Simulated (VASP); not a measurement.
# LiSi16 (a cell with a defect) in VASP: a series of runs, part 2 of 2

VASP 6.6.1. Earlier steps stand in the parts before.

### Step 3. Single point, PBEsol

File INCAR:

```
PREC     = Accurate       # precision mode
ENCUT    = 520            # plane-wave cutoff, eV
EDIFF    = 1E-7           # SCF threshold, eV
ISMEAR   = 0              # smearing method
SIGMA    = 0.05           # smearing width, eV
LREAL    = Auto         
LASPH    = True           # aspherical terms in the spheres
NELM     = 60             # most SCF steps
ALGO     = Normal         # electronic algorithm
ISIF     = 2              # what is computed and relaxed
LWAVE    = False          # write WAVECAR
LCHARG   = False          # write CHGCAR
GGA      = PS             # functional
NBANDS   = 48             # bands
NELECT   = 66.0
```

File KPOINTS:

```
regular mesh
0
Gamma
  2 2 2
```

File POSCAR:

```
LiSi16
1.0
    0.0000000000      5.4300000000      5.4300000000
    5.4300000000      0.0000000000      5.4300000000
    5.4300000000      5.4300000000      0.0000000000
Si Li
16 1
Direct
    0.0004925963     -0.0017934927      0.0005336349
    0.1226869132      0.1276607373      0.1227326869
   -0.0073183987      0.0030605513      0.5020059773
    0.1226763151      0.1276542304      0.6266862927
    0.0004698802      0.5015104064      0.0005112196
    0.1246921644      0.6256388435      0.1247288476
    0.0004596608      0.5015050770      0.4972974225
    0.1226457727      0.6238082952      0.6266603693
    0.5019603986      0.0030590697     -0.0072691274
    0.6266453050      0.1276528092      0.1227203838
    0.5019463624      0.0030507845      0.5019897221
    0.6245809850      0.1258709963      0.6246309212
    0.4972607138      0.5015038610      0.0004993110
    0.6266190857      0.6238073148      0.1226899441
    0.5019037831      0.4939529924      0.5019472720
    0.6266077547      0.6238022171      0.6266471495
    0.3745622077     -0.1240933936      0.3746149129
```

Potentials or basis: VASP PAW PBE potentials, release 64 (Si, Li_sv).

Launch:

```sh
> cat potpaw_PBE.64/Si/POTCAR potpaw_PBE.64/Li_sv/POTCAR > POTCAR
> mpirun -np 1 vasp_std > vasp.out
```

Run time: 2.8 min. Hardware: 1 thread of AMD EPYC 9R45 (Zen 5), shared host; peak memory 0.45 GiB.

It converged, with:

| Item | Value |
| --- | --- |
| Free energy | -98.7599 eV |
| Largest force | 0.008 eV/Å |

Forces in eV/Å, atoms in the order of the input:
```
Si   0.000 -0.001  0.001
Si   0.001 -0.002  0.001
Si   0.005 -0.004 -0.004
Si   0.001 -0.001  0.001
Si  -0.001 -0.001 -0.001
Si  -0.001  0.002 -0.001
Si   0.001  0.001 -0.001
Si   0.000  0.000  0.000
Si  -0.004 -0.004  0.004
Si   0.001 -0.001  0.001
Si   0.005  0.004  0.004
Si  -0.002  0.004 -0.002
Si  -0.001  0.000  0.001
Si   0.001  0.000  0.000
Si  -0.005  0.005 -0.005
Si  -0.001 -0.001  0.000
Li   0.000  0.000  0.000
```

Levels at points of the mesh, in eV from the Fermi level:
| k point | band 30 | band 31 | band 32 | band 33 | band 34 | band 35 | band 36 | band 37 |
| --- | --- | --- | --- | --- | --- | --- | --- | --- |
| (0.00, 0.00, 0.00) | -1.42 | -0.28 | -0.28 | -0.28 | 0.23 | 0.23 | 0.23 | 0.30 |
| (0.50, 0.00, 0.00) | -1.11 | -1.11 | -1.02 | -1.02 | 0.82 | 1.01 | 1.01 | 1.20 |
| (0.00, 0.50, 0.00) | -1.11 | -1.11 | -1.02 | -1.02 | 0.82 | 1.01 | 1.01 | 1.20 |
| (0.00, 0.00, 0.50) | -1.11 | -1.11 | -1.02 | -1.02 | 0.82 | 1.01 | 1.01 | 1.20 |
| (0.50, 0.50, 0.50) | -1.11 | -1.11 | -1.02 | -1.02 | 0.82 | 1.01 | 1.01 | 1.20 |
| (0.50, 0.50, 0.00) | -1.65 | -1.65 | -1.61 | -1.57 | 0.69 | 0.76 | 1.82 | 1.94 |
| (0.00, 0.50, 0.50) | -1.65 | -1.65 | -1.61 | -1.57 | 0.69 | 0.76 | 1.82 | 1.94 |
| (0.50, 0.00, 0.50) | -1.65 | -1.65 | -1.61 | -1.57 | 0.69 | 0.76 | 1.82 | 1.94 |

Caveat: the k points lie up to 0.50 Å⁻¹ apart; the cell carries a net charge on a neutralising background, which shifts energy and pressure; the cell is charged against a uniform background, so pressure and absolute levels hang on convention; the cutoff is under 1.25 times the usual one of these potentials, so pressure, stress and relaxed cells hold a basis-set (Pulay) error; the PAW data sets were made with another functional, which shifts forces and pressure a little.

### Step 4. Single point, PBEsol

File INCAR:

```
PREC = Accurate
ENCUT = 520
EDIFF = 1E-7
ISMEAR = 0
SIGMA = 0.05
LREAL = Auto
LASPH = True
NELM = 60
ALGO = Normal
ISIF = 2
LWAVE = False
LCHARG = False
GGA = PS
NELECT = 66.0
NBANDS = 48
```

File KPOINTS:

```
Automatic mesh
0
Gamma
  2 2 2
```

File POSCAR:

```
LiSi16
1.0
    0.0000000000      5.4300000000      5.4300000000
    5.4300000000      0.0000000000      5.4300000000
    5.4300000000      5.4300000000      0.0000000000
Si Li
16 1
Direct
   -0.0005643646     -0.0001251381     -0.0001455801
    0.1221846225      0.1225534991      0.1225363720
   -0.0024181400     -0.0020790976      0.5018056169
    0.1222232965      0.1225962247      0.6317617864
   -0.0024186004      0.5018230203     -0.0020953959
    0.1222225599      0.6317816759      0.1225779926
   -0.0023921731      0.5018546041      0.5018365562
    0.1270220994      0.6240714549      0.6240554328
    0.5014463168     -0.0020680479     -0.0020837017
    0.6313499079      0.1226147330      0.1225974217
    0.5014745856     -0.0020386740      0.5018502762
    0.6237320442      0.1273392265      0.6240657459
    0.5014739411      0.5018678637     -0.0020549724
    0.6237315838      0.6240814917      0.1273245856
    0.4995887661      0.4999066298      0.4998920810
    0.6237556169      0.6241086556      0.6240922652
    0.2494122468      0.2498687845      0.2498474217
```

Potentials or basis: VASP PAW PBE potentials, release 64 (Si, Li_sv).

Launch:

```sh
> cat potpaw_PBE.64/Si/POTCAR potpaw_PBE.64/Li_sv/POTCAR > POTCAR
> mpirun -np 1 vasp_std > vasp.out
```

OUTCAR:

```text
PREC = Accurate
   ENCUT = 520
   EDIFF = 1E-7
   ISMEAR = 0
   LREAL = Auto
   LASPH = True
   NELM = 60
   ISIF = 2
   GGA = PS
   NELECT = 66.0

 ion  position               nearest neighbor table
   1  0.999  1.000  1.000-  10 2.31   4 2.31   6 2.31   2 2.31
   2  0.122  0.123  0.123-   1 2.31   9 2.38   3 2.38   5 2.38  17 2.39
   3  0.998  0.998  0.502-   8 2.34  12 2.34   2 2.38   4 2.38  17 2.74
   4  0.122  0.123  0.632-   1 2.31  11 2.38   7 2.38   3 2.38  17 2.39
   5  0.998  0.502  0.998-   8 2.34  14 2.34   2 2.38   6 2.38  17 2.74
   6  0.122  0.632  0.123-   1 2.31  13 2.38   7 2.38   5 2.38  17 2.39
[... 513 lines left out ...]
  in kB      -22.6667376    -22.6930847    -22.6930847     -0.0015991      0.0012431     -0.0015991
  external PRESSURE =     -22.6843023 kB  Pullay stress =       0.0000000 kB

 VOLUME and BASIS-vectors are now :
 -----------------------------------------------------------------------------
  energy-cutoff  :      520.00
  volume of cell :      320.21
      direct lattice vectors                 reciprocal lattice vectors
     0.000000000  5.430000000  5.430000000    -0.092081031  0.092081031  0.092081031
     5.430000000  0.000000000  5.430000000     0.092081031 -0.092081031  0.092081031
     5.430000000  5.430000000  0.000000000     0.092081031  0.092081031 -0.092081031

 POSITION                                       TOTAL-FORCE (eV/Angst)
 -----------------------------------------------------------------------------------
     10.85853     10.85615     10.85626         0.001034      0.002378      0.002378
      1.33084      1.32884      1.32893        -0.005924     -0.004882     -0.004882
      8.14351      8.14167     10.83558        -0.000202     -0.000248     -0.000292
      4.09616      4.09414      1.32937         0.004654      0.004730     -0.004190
      8.14352     10.83549      8.14177        -0.000202     -0.000292     -0.000248
      4.09617      1.32927      4.09424         0.004654     -0.004190      0.004730
[... 9 lines left out ...]
      6.77773      6.77581      6.77590         0.000980     -0.000532     -0.000532
      2.71346      2.71098      2.71110        -0.000062      0.001625      0.001625
 -----------------------------------------------------------------------------------
    total drift:                               -0.002073     -0.007167      0.011142

  FREE ENERGIE OF THE ION-ELECTRON SYSTEM (eV)
  ---------------------------------------------------
  free  energy   TOTEN  =       -98.7599483813 eV

  energy  without entropy=      -98.7599483813  energy(sigma->0) =      -98.75994838
```

Run time: 2.3 min. Hardware: 1 thread of AMD EPYC 9R45 (Zen 5), shared host; peak memory 0.43 GiB.

What came out:

| Property | Result |
| --- | --- |
| Free energy | -98.7599 eV |
| Largest force | 0.009 eV/Å |

Forces on the atoms (eV/Å):
```
Si   0.001  0.002  0.002
Si  -0.006 -0.005 -0.005
Si   0.000  0.000  0.000
Si   0.005  0.005 -0.004
Si   0.000  0.000  0.000
Si   0.005 -0.004  0.005
Si  -0.001  0.000  0.000
Si   0.002 -0.002 -0.002
Si   0.001  0.000  0.000
Si  -0.004  0.004  0.004
Si   0.000 -0.002  0.001
Si  -0.002  0.001 -0.002
Si   0.000  0.001 -0.002
Si  -0.002 -0.002  0.001
Si   0.001  0.001  0.001
Si   0.001 -0.001 -0.001
Li   0.000  0.002  0.002
```

Levels at points of the mesh, in eV from the Fermi level:
| k point | band 29 | band 30 | band 31 | band 32 | band 33 | band 34 | band 35 | band 36 | band 37 | band 38 |
| --- | --- | --- | --- | --- | --- | --- | --- | --- | --- | --- |
| (0.00, 0.00, 0.00) | -1.41 | -1.41 | -0.28 | -0.28 | -0.28 | 0.24 | 0.24 | 0.24 | 0.31 | 0.31 |
| (0.50, 0.00, 0.00) | -2.41 | -1.10 | -1.10 | -1.01 | -1.01 | 0.82 | 1.01 | 1.01 | 1.20 | 1.20 |
| (0.00, 0.50, 0.00) | -2.41 | -1.10 | -1.10 | -1.01 | -1.01 | 0.82 | 1.01 | 1.01 | 1.20 | 1.20 |
| (0.50, 0.50, 0.50) | -2.41 | -1.10 | -1.10 | -1.01 | -1.01 | 0.82 | 1.01 | 1.01 | 1.20 | 1.20 |
| (0.50, 0.50, 0.00) | -2.21 | -1.65 | -1.65 | -1.60 | -1.56 | 0.69 | 0.76 | 1.82 | 1.94 | 1.94 |
| (0.00, 0.50, 0.50) | -2.21 | -1.65 | -1.65 | -1.60 | -1.56 | 0.69 | 0.76 | 1.82 | 1.94 | 1.94 |

Caveat: the k points lie up to 0.50 Å⁻¹ apart; the cell carries a net charge on a neutralising background, which shifts energy and pressure; the cell is charged against a uniform background, so pressure and absolute levels hang on convention; the cutoff is under 1.25 times the usual one of these potentials, so pressure, stress and relaxed cells hold a basis-set (Pulay) error; the PAW data sets were made with another functional, which shifts forces and pressure a little.
